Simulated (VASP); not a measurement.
# CaS (Fm-3m) in VASP: notebook

CaS is run at these levels: BLYP+D3(BJ), PBE+D3(BJ); tasks: single point.

Everything below comes from runs of VASP 6.6.1. Logs are shortened: lines on timing, memory, paths and dates and some standing lists are left out, and cuts for length are marked.

## (1) The cell of the first run

Symmetry: Fm-3m, No. 225, cubic system. The conventional cell has a = 5.609 Å, b = 5.609 Å, c = 5.609 Å, α = 90.00°, β = 90.00°, γ = 90.00°. Within 3.7 Å of Ca (site symmetry m-3m) lie 6 S at 2.80 Å. S (site symmetry m-3m) has 6 Ca at 2.80 Å within 3.7 Å.

## (2) Single point, BLYP+D3(BJ)

INCAR

```
SYSTEM = CaS
PREC     = Accurate       ! precision mode
ENCUT    = 500            ! plane-wave cutoff, eV
EDIFF    = 1E-6           ! SCF threshold, eV
ISMEAR   = 0              ! smearing method
SIGMA    = 0.05           ! smearing width, eV
LREAL    = .False.        ! projectors in reciprocal space
LASPH    = .True.         ! aspherical terms in the spheres
NELM     = 120            ! most SCF steps
ALGO     = Normal         ! electronic algorithm
ISIF     = 2              ! what is computed and relaxed
LWAVE    = .False.        ! write WAVECAR
LCHARG   = .False.        ! write CHGCAR
GGA      = B5             ! functional
ALDAX    = 1.0          
AGGAX    = 1.0          
AGGAC    = 1.0          
ALDAC    = 0.0          
IVDW     = 12             ! dispersion correction
VDW_S6   = 1.0          
VDW_S8   = 2.6996       
VDW_A1   = 0.4298       
VDW_A2   = 4.2359       
NBANDS   = 15             ! bands
GGA_COMPAT= .False.
```

KPOINTS

```
Automatic mesh
0
Gamma
  8 8 8
  0 0 0
```

POSCAR

```
CaS
1.0
    0.0000000000      2.8046122626      2.8046122626
    2.8046122626      0.0000000000      2.8046122626
    2.8046122626      2.8046122626      0.0000000000
Ca S
1 1
Direct
    0.5000000000      0.5000000000      0.5000000000
    0.0000000000      0.0000000000      0.0000000000
```

Potentials or basis: VASP PAW PBE potentials, release 64 (Ca_sv, S).

Launch:

```
> cat potpaw_PBE.64/Ca_sv/POTCAR potpaw_PBE.64/S/POTCAR > POTCAR
> mpirun -np 1 vasp_std > vasp.out
```

OUTCAR:

```text
SYSTEM = CaS
   PREC = Accurate
   ENCUT = 500
   EDIFF = 1E-6
   ISMEAR = 0
   LREAL = .False.
   LASPH = .True.
   NELM = 120
   ISIF = 2
   GGA = B5
   IVDW = 12
 IVDW          = 12

 ion  position               nearest neighbor table
   1  0.500  0.500  0.500-   2 2.80   2 2.80   2 2.80   2 2.80   2 2.80   2 2.80
   2  0.000  0.000  0.000-   1 2.80   1 2.80   1 2.80   1 2.80   1 2.80   1 2.80

  LATTYP: Found a face centered cubic cell.
 ALAT       =     5.6092245252

  Lattice vectors:

 A1 = (   0.0000000000,   2.8046122626,   2.8046122626)
 A2 = (   2.8046122626,   0.0000000000,   2.8046122626)
 A3 = (   2.8046122626,   2.8046122626,   0.0000000000)

Analysis of symmetry for initial positions (statically):
=====================================================================
 Subroutine PRICEL returns:
 Original cell was already a primitive cell.

 Routine SETGRP: Setting up the symmetry group for a
 face centered cubic supercell.

 Subroutine GETGRP returns: Found 48 space group operations
 (whereof 48 operations were pure point group operations)
 out of a pool of 48 trial point group operations.

The static configuration has the point symmetry O_h .

Analysis of symmetry for dynamics (positions and initial velocities):
=====================================================================
 Subroutine PRICEL returns:
 Original cell was already a primitive cell.

 Routine SETGRP: Setting up the symmetry group for a
 face centered cubic supercell.

 Subroutine GETGRP returns: Found 48 space group operations
 (whereof 48 operations were pure point group operations)
 out of a pool of 48 trial point group operations.

The dynamic configuration has the point symmetry O_h .

 Subroutine INISYM returns: Found 48 space group operations
 (whereof 48 operations are pure point group operations),
 and found     1 'primitive' translations

----------------------------------------------------------------------------------------

                                     Primitive cell

  volume of cell :      44.1213

  direct lattice vectors                    reciprocal lattice vectors
     0.000000000  2.804612263  2.804612263    -0.178277763  0.178277763  0.178277763
     2.804612263  0.000000000  2.804612263     0.178277763 -0.178277763  0.178277763
     2.804612263  2.804612263  0.000000000     0.178277763  0.178277763 -0.178277763

  length of vectors
     3.966320699  3.966320699  3.966320699     0.308786143  0.308786143  0.308786143

  position of ions in fractional coordinates (direct lattice)
     0.500000000  0.500000000  0.500000000
     0.000000000  0.000000000  0.000000000

  ion indices of the primitive-cell ions
   primitive index   ion index
                 1           1
[... 89 lines left out ...]
   EFERMI_NEDOS =   21; number of points for ismear=-14 and -15
   IALGO  =     38    algorithm
   IMIX   =      4    mixing-type and parameters
     AMIX     =   0.40;   BMIX     =  1.00
     AMIX_MAG =   1.60;   BMIX_MAG =  1.00
  volume/ion in A,a.u.               =      22.06       148.87
  Fermi-wavevector in a.u.,A,eV,Ry     =   1.167433  2.206129 18.543380  1.362900
  Thomas-Fermi vector in A             =   2.303933
   LORBIT       =      0    0 simple, 1 ext, 2 COOP (PROOUT), +10 PAW based schemes
   GGA     = B5    functional components
   LHFCALC =     F    Hartree Fock is set to
   AEXX    =    0.0000 exact exchange contribution
   IVDW    =    12    specifies the selected vdW correction
   LEPSILON=     F    determine dielectric tensor
   LRPA    =     F    only Hartree local field effects (RPA)
 non-spin polarized calculation
 Gauss-broadening in eV      SIGMA  =   0.05
  energy-cutoff  :      500.00
  volume of cell :       44.12
 maximum number of plane-waves:      1139
 NGX is ok and might be reduce to    30
   NGX = 15   NGY = 15   NGZ = 15

 number of electron      15.9999998 magnetization

 Free energy of the ion-electron system (eV)
  ---------------------------------------------------
  ext. energy  EPLUGINS =         0.00000000
  ---------------------------------------------------
  free energy    TOTEN  =        -9.42417944 eV

  energy without entropy =       -9.42417944  energy(sigma->0) =       -9.42417944

 E-fermi :   3.7265     XC(G=0):  -8.9938

 val. band max:        3.4458905986   @ k =   0.0000   0.0000   0.0000
 cond. band min:       5.7939043968   @ k =   0.5000   0.5000   0.0000
 fundamental gap:      2.3480137982
 Fermi energy:         3.7265294530

 k-point     1 :       0.0000    0.0000    0.0000
  band No.  band energies     occupation
      1     -35.6379      2.00000
      2     -16.7250      2.00000
      3     -16.7250      2.00000
      4     -16.7250      2.00000
      5      -7.9975      2.00000
      6       3.4459      2.00000
      7       3.4459      2.00000
      8       3.4459      2.00000
      9       7.5606      0.00000
     10       7.5606      0.00000
     11       7.5606      0.00000
     12       8.1019      0.00000
     13       8.1373      0.00000
     14       8.1373      0.00000
[... 401 lines left out ...]
      2     -16.8866      2.00000
      3     -16.7831      2.00000
      4     -16.7556      2.00000
      5      -7.1616      2.00000
      6       0.7607      2.00000
      7       1.9004      2.00000
      8       2.2041      2.00000
      9       8.5220      0.00000
     10       8.7986      0.00000
     11       9.8857      0.00000
     12      10.3138      0.00000
     13      10.5830      0.00000
     14      11.6822      0.00000
     15      13.0444      0.00000

 [... further k-points ...]

------------------------ aborting loop because EDIFF is reached ----------------------------------------

 Edisp (eV)   -1.60551

 E8    (eV) :    -1.1867

  FORCE on cell =-STRESS in cart. coord.  units (eV):
  Direction    XX          YY          ZZ          XY          YZ          ZX
  --------------------------------------------------------------------------------------
  -------------------------------------------------------------------------------------
  Total       0.04901     0.04901     0.04901     0.00000     0.00000     0.00000
  in kB       1.77978     1.77978     1.77978     0.00000     0.00000     0.00000
  external pressure =        1.78 kB  Pullay stress =        0.00 kB

 VOLUME and BASIS-vectors are now :
 -----------------------------------------------------------------------------
  energy-cutoff  :      500.00
  volume of cell :       44.12
      direct lattice vectors                 reciprocal lattice vectors
     0.000000000  2.804612263  2.804612263    -0.178277763  0.178277763  0.178277763
     2.804612263  0.000000000  2.804612263     0.178277763 -0.178277763  0.178277763
     2.804612263  2.804612263  0.000000000     0.178277763  0.178277763 -0.178277763

 POSITION                                       TOTAL-FORCE (eV/Angst)
 -----------------------------------------------------------------------------------
      2.80461      2.80461      2.80461        -0.000000     -0.000000     -0.000000
      0.00000      0.00000      0.00000         0.000000      0.000000      0.000000
 -----------------------------------------------------------------------------------
    total drift:                                0.000000      0.000000      0.000000

  FREE ENERGIE OF THE ION-ELECTRON SYSTEM (eV)
  ---------------------------------------------------
  free  energy   TOTEN  =       -11.0296898590 eV

  energy  without entropy=      -11.0296898590  energy(sigma->0) =      -11.02968986
```

OSZICAR:

```text
N       E                     dE             d eps       ncg     rms          rms(c)
DAV:   1     0.109129823793E+03    0.10913E+03   -0.75364E+03   870   0.956E+02
DAV:   2    -0.381278634258E+01   -0.11294E+03   -0.10773E+03  1080   0.262E+02
DAV:   3    -0.974349745188E+01   -0.59307E+01   -0.59014E+01  1625   0.492E+01
DAV:   4    -0.979574062782E+01   -0.52243E-01   -0.52230E-01   997   0.461E+00
DAV:   5    -0.979697181047E+01   -0.12312E-02   -0.12311E-02  1258   0.578E-01    0.494E+00
DAV:   6    -0.943382695954E+01    0.36314E+00   -0.59400E-01  1024   0.379E+00    0.338E+00
DAV:   7    -0.941932600716E+01    0.14501E-01   -0.13776E-01  1143   0.221E+00    0.228E+00
DAV:   8    -0.942491267667E+01   -0.55867E-02   -0.21859E-02   996   0.134E+00    0.392E-01
DAV:   9    -0.942401493075E+01    0.89775E-03   -0.19612E-03  1024   0.449E-01    0.843E-02
DAV:  10    -0.942413792960E+01   -0.12300E-03   -0.28862E-04  1213   0.126E-01    0.674E-02
DAV:  11    -0.942417993833E+01   -0.42009E-04   -0.66016E-05   954   0.683E-02    0.303E-02
DAV:  12    -0.942417943801E+01    0.50032E-06   -0.28853E-06  1115   0.136E-02
   1 F= -.11029690E+02 E0= -.11029690E+02  d E =-.343984E-17
```

Run time: 24 s. Hardware: 1 thread of Intel Xeon Platinum 8259CL at 2.50GHz (Skylake/Cascade Lake), shared host; peak memory 0.18 GiB.

Results:

```
Free energy                : -11.0297 eV
Pressure                   : 0.2 GPa
Band gap on the k mesh     : 2.35 eV, indirect (least direct gap 3.16 eV)
Dispersion energy per atom : -0.803 eV
```

Caveat: the PAW data sets were made with another functional, which shifts forces and pressure a little. A k mesh can miss the band edges.

## (3) Single point, BLYP+D3(BJ) (volume scaled by 1.02)

INCAR

```
SYSTEM = CaS
PREC = Accurate
ENCUT = 500
EDIFF = 1E-6
ISMEAR = 0
SIGMA = 0.05
LREAL = .FALSE.
LASPH = .TRUE.
NELM = 120
ALGO = Normal
ISIF = 2
LWAVE = .FALSE.
LCHARG = .FALSE.
GGA = B5
ALDAX = 1.0
AGGAX = 1.0
AGGAC = 1.0
ALDAC = 0.0
IVDW = 12
VDW_S6 = 1.0
VDW_S8 = 2.6996
VDW_A1 = 0.4298
VDW_A2 = 4.2359
NBANDS = 15
GGA_COMPAT = .FALSE.
```

KPOINTS

```
regular mesh
0
G
  8 8 8
  0 0 0
```

POSCAR

```
CaS
1.0
    0.0000000000      2.8231863950      2.8231863950
    2.8231863950      0.0000000000      2.8231863950
    2.8231863950      2.8231863950      0.0000000000
Ca S
1 1
Direct
    0.5000000000      0.5000000000      0.5000000000
    0.0000000000      0.0000000000      0.0000000000
```

Potentials or basis: VASP PAW PBE potentials, release 64 (Ca_sv, S).

Launch:

```
> cat potpaw_PBE.64/Ca_sv/POTCAR potpaw_PBE.64/S/POTCAR > POTCAR
> mpirun -np 1 vasp_std > vasp.out
```

It took 24 s on 1 thread of Intel Xeon Platinum 8259CL at 2.50GHz (Skylake/Cascade Lake), shared host; peak memory 0.18 GiB.

Results (log left out):

```yaml
Free_energy: -11.0276 eV
Pressure: -1.1 GPa
Band_gap_on_the_k_mesh: 2.39 eV, indirect (least direct gap 3.19 eV)
Dispersion_energy_per_atom: -0.787 eV
```

Levels at points of the mesh, in eV from the valence-band top:
| k point | band 5 | band 6 | band 7 | band 8 | band 9 | band 10 | band 11 | band 12 |
| --- | --- | --- | --- | --- | --- | --- | --- | --- |
| (0.00, 0.00, 0.00) | -11.38 | 0.00 | 0.00 | 0.00 | 4.12 | 4.12 | 4.12 | 4.52 |
| (0.50, 0.00, 0.00) | -10.53 | -3.10 | -1.21 | -1.21 | 5.54 | 6.05 | 6.12 | 6.12 |
| (0.50, 0.50, 0.00) | -10.75 | -2.24 | -0.80 | -0.80 | 2.39 | 5.51 | 6.22 | 6.70 |

Caveat: the cell differs from its parent crystal (volume scaled by 1.02); the PAW data sets were made with another functional, which shifts forces and pressure a little. A k mesh can miss the band edges.

## (4) Single point, PBE+D3(BJ)

This run uses another cell than the first one, of 22.36 Å³/atom, 1.013 times its volume.

INCAR

```
SYSTEM = CaS
PREC     = Accurate       ! precision mode
ENCUT    = 500            ! plane-wave cutoff, eV
EDIFF    = 1E-6           ! SCF threshold, eV
ISMEAR   = 0              ! smearing method
SIGMA    = 0.05           ! smearing width, eV
LREAL    = .FALSE.        ! projectors in reciprocal space
LASPH    = .TRUE.         ! aspherical terms in the spheres
NELM     = 120            ! most SCF steps
ALGO     = Normal         ! electronic algorithm
ISIF     = 2              ! what is computed and relaxed
LWAVE    = .FALSE.        ! write WAVECAR
LCHARG   = .TRUE.         ! write CHGCAR
GGA      = PE             ! functional
IVDW     = 12             ! dispersion correction
LELF     = .TRUE.         ! ELF
LVHAR    = .TRUE.       
NBANDS   = 15             ! bands
GGA_COMPAT= .FALSE.
```

KPOINTS

```
Automatic mesh
0
G
  8 8 8
  0 0 0
```

POSCAR

```
CaS
1.0
    0.0000000000      2.8170490981      2.8170490981
    2.8170490981      0.0000000000      2.8170490981
    2.8170490981      2.8170490981      0.0000000000
Ca S
1 1
Direct
    0.5000000000      0.5000000000      0.5000000000
    0.0000000000      0.0000000000      0.0000000000
```

Launch:

```
> cat potpaw_PBE.64/Ca_sv/POTCAR potpaw_PBE.64/S/POTCAR > POTCAR
> mpirun -np 1 vasp_std > vasp.out
```

It took 17 s on 1 thread of Intel Xeon Platinum 8259CL at 2.50GHz (Skylake/Cascade Lake), shared host; peak memory 0.18 GiB.

Results (log left out):

```
Free energy                : -11.0396 eV
Pressure                   : 0.2 GPa
Band gap on the k mesh     : 2.28 eV, indirect (least direct gap 3.11 eV)
Dispersion energy per atom : -0.346 eV
```

Levels at points of the mesh, in eV from the valence-band top:
| k point | band 5 | band 6 | band 7 | band 8 | band 9 | band 10 | band 11 | band 12 |
| --- | --- | --- | --- | --- | --- | --- | --- | --- |
| (0.00, 0.00, 0.00) | -11.43 | 0.00 | 0.00 | 0.00 | 4.16 | 4.16 | 4.16 | 4.35 |
| (0.50, 0.00, 0.00) | -10.55 | -3.21 | -1.22 | -1.22 | 5.28 | 6.17 | 6.30 | 6.30 |
| (0.50, 0.50, 0.00) | -10.77 | -2.34 | -0.83 | -0.83 | 2.28 | 5.66 | 6.18 | 6.92 |

A k mesh can miss the band edges. As with any semilocal functional, this PBE gap is likely too small.

## (5) Overview

```tsv
level	cell	gap on the mesh (eV)	pressure (GPa)
BLYP+D3(BJ)	a = 3.966 Å, angles 60.0°, 2 atoms	2.35	0.2
BLYP+D3(BJ)	a = 3.993 Å, angles 60.0°, 2 atoms	2.39	-1.1
PBE+D3(BJ)	a = 3.984 Å, angles 60.0°, 2 atoms	2.28	0.2
```

Alike in all rows: task single point; potentials or basis VASP PAW PBE potentials, release 64 (Ca_sv, S); no spin polarisation; k mesh 8 × 8 × 8; cutoff (eV) 500; smearing gaussian 0.05 eV.

Caveats: the PAW data sets were made with another functional, which shifts forces and pressure a little (some runs).

Absolute energies hang on the potentials; compare differences alone.
